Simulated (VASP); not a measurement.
Write the native input for VASP 6.6.1 that does the following.

```
Task                   : single point
Functional             : PBE
Potentials or basis    : VASP PAW PBE potentials, release 64 (Ni, O)
Cutoff                 : 520 eV
k mesh                 : 10 × 10 × 10
Occupations            : fermi-dirac, width 0.05 eV
Spin                   : collinear spin, antiferromagnetic start
Starting moments       : [1.51, -1.51, 0.0, 0.0] μB
Dipole correction      : no
Further INCAR settings : ALGO = Normal; EDIFF = 1e-06; NBANDS = 28
```

The structure of NiO lies in POSCAR:

```
NiO
1.0
   -2.0823749476     -2.0823749476      4.1830735246
   -4.1830735246     -2.0823749476      2.0823749476
   -2.0823749476     -4.1830735246      2.0823749476
Ni O
2 2
Direct
    0.0000000000      0.0000000000      0.0000000000
    0.5000000000      0.5000000000      0.5000000000
    1.2500014637     -0.7499985363     -0.7499985363
    1.7499985363     -0.2500014637     -0.2500014637
```

These files were run (other wordings do the same):

INCAR

```
SYSTEM = NiO
  ALGO = Normal
  EDIFF = 1E-6
  ENCUT = 520
  GGA = PE
  ISIF = 2
  ISMEAR = -1
  ISPIN = 2
  LASPH = .TRUE.
  LCHARG = .FALSE.
  LMAXMIX = 4
  LORBIT = 11
  LREAL = .FALSE.
  LWAVE = .FALSE.
  MAGMOM = 1.51 -1.51 0 0
  NBANDS = 28
  NELM = 150
  PREC = Accurate
  SIGMA = 0.05
```

KPOINTS

```
k-points
0
G
  10 10 10
  0 0 0
```

Potentials or basis: VASP PAW PBE potentials, release 64 (Ni, O).

The run is started by

```bash
$ cat potpaw_PBE.64/Ni/POTCAR potpaw_PBE.64/O/POTCAR > POTCAR
$ mpirun -np 1 vasp_std > vasp.out
```

It gave:

```
Pressure                                              : -0.3 GPa
Band gap on the k mesh                                : 0.93 eV
Net moment                                            : 0.00 μB per cell
Site moments                                          : Ni +1.35, -1.35; O +0.00 μB
Valence electrons inside the program's atomic spheres : Ni 8.98; O 4.97
```

Run time: 12 min on 1 thread of Oxide Virtual Turin-like Processor, on a shared host, peak memory 0.36 GiB.
